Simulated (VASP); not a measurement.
Crystal: Sr3Br2.

```
Sr Br
1.0
     4.84853    0.00000    0.00000
    -2.42427    4.19895    0.00000
     0.00000    0.00000    7.54353
Sr Br
3 2
Direct
  0.00000 0.00000 0.00000
  0.33333 0.66667 0.64500
  0.66667 0.33333 0.35500
  0.33333 0.66667 0.24500
  0.66667 0.33333 0.75500
```

| Item | Value |
| --- | --- |
| Program | VASP 6.6.1 |
| Task | relaxation of cell and atoms |
| Functional | PBE |
| Potentials or basis | VASP PAW PBE potentials, release 64 (Sr_sv, Br) |
| Cutoff | 600 eV |
| k mesh | 6 × 6 × 2 |
| Occupations | gaussian, width 0.1 eV |
| Spin | no spin polarisation |

At the start: pressure 7.2 GPa; volume 30.72 Å³/atom.

Problem. How do energy, volume and symmetry change on relaxing?

Solution. Over 29 steps the energy falls by 528.3 meV/atom and the volume is 39.06 Å³/atom (+27.2 %); space group P-3m1 (No. 164, to 0.1 Å) before and after.

The path:
```tsv
step	energy change (eV)	largest force (eV/Å)	pressure (GPa)	volume (Å³)
1	0.0000	1.2589	7.20	153.58
2	-0.9303	0.3396	1.67	186.30
3	-1.0526	0.1888	0.35	201.59
4	-1.0676	0.2051	-0.15	209.10
5	-1.0678	0.2072	-0.22	210.33
6	-1.1281	0.1969	-0.25	209.79
7	-1.3310	0.3157	-0.12	207.50
8	-1.6682	0.5484	0.93	200.17
9	-0.9112	2.5772	7.01	176.30
10	-1.7214	1.0149	2.06	194.55
11	-1.7016	1.1961	2.52	192.39
12	-1.7185	1.2206	2.49	192.89
13	-1.7626	1.2902	2.41	194.34
14	-1.8210	1.4020	2.27	196.90
15	-1.8526	1.5148	2.24	200.74
16	-1.9543	1.3645	1.67	204.38
17	-2.1512	0.9800	0.20	215.57
18	-2.1762	0.4507	-1.61	239.13
19	-2.2166	0.6464	-0.97	228.88
20	-2.2601	0.6323	-0.95	226.50
21	-2.3815	0.5666	-0.84	219.46
22	-2.5600	0.3518	-0.44	205.80
23	-2.4657	0.4097	1.49	180.09
24	-2.6089	0.1618	0.00	197.04
25	-2.6109	0.0990	0.14	194.73
26	-2.6333	0.0377	0.06	194.85
27	-2.6408	0.0454	0.02	194.90
28	-2.6409	0.0409	0.03	194.90
29	-2.6417	0.0378	0.00	195.28
```

Final structure:
```yaml
crystal:
  lattice:
    - [4.21270, 0.00000, 0.00000]
    - [-2.10635, 3.64831, 0.00000]
    - [0.00000, 0.00000, 12.70574]
  atoms:
    - { symbol: Sr, position: [0.00000, 0.00000, 0.00000] }
    - { symbol: Sr, position: [0.33333, 0.66667, 0.63222] }
    - { symbol: Sr, position: [0.66667, 0.33333, 0.36778] }
    - { symbol: Br, position: [0.33333, 0.66667, 0.18992] }
    - { symbol: Br, position: [0.66667, 0.33333, 0.81008] }
```

Caveat: the k points lie up to 0.29 Å⁻¹ apart in the final cell, too coarse for converged energies and pressures of a metal; the volume moved by over 15 % at a fixed basis, so the end points are rough.
